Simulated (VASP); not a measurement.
Ta: single point with LDA

Crystal: Ta.

```
Ta
1.0
    -1.67605    1.67605    1.65128
     1.67605   -1.67605    1.65128
     1.67605    1.67605   -1.65128
Ta
1
Direct
  0.00000 0.00000 0.00000
```

This cell differs from its parent crystal: strain +0.0150 x Voigt [1, 1, 0, 0, 0, 0].

```
Program                : VASP 6.6.1
Task                   : single point
Functional             : LDA
Potentials or basis    : VASP PAW LDA potentials, release 64 (Ta_pv)
Cutoff                 : 520 eV
k mesh                 : 20 × 20 × 20
Occupations            : methfessel-paxton, width 0.02 eV
Spin                   : no spin polarisation
Dipole correction      : no
Further INCAR settings : ALGO = Normal; EDIFF = 1e-07; NBANDS = 12
```

```
Pressure : -13.5 GPa
```

Stress tensor (GPa, compression positive):
```
-14.04   0.00   0.00
  0.00 -14.04   0.00
  0.00   0.00 -12.54
```

Levels at points of the mesh, in eV from the Fermi level:
```tsv
k point	band 2	band 3	band 4	band 5	band 6	band 7	band 8	band 9
(0.00, 0.00, 0.00)	-33.00	-32.99	-7.70	0.57	0.76	0.76	3.72	3.97
(0.50, 0.00, 0.00)	-33.35	-33.00	-4.21	-1.54	1.67	3.77	4.75	7.49
(0.50, 0.50, 0.00)	-33.34	-32.99	-4.22	-1.35	1.56	3.54	4.60	7.45
(0.50, 0.50, 0.50)	-33.77	-33.73	-3.64	-3.60	6.54	6.54	6.61	8.38
```

It took 53 s on 1 thread of Intel(R) Xeon(R) Platinum 8375C CPU @ 2.90GHz (Ice Lake), with other jobs on the host, peak memory 0.25 GiB.

Caveat: the cell differs from its parent crystal (strain +0.0150 x Voigt [1, 1, 0, 0, 0, 0]); spin-orbit coupling is left out, which moves the levels of the heavy elements.
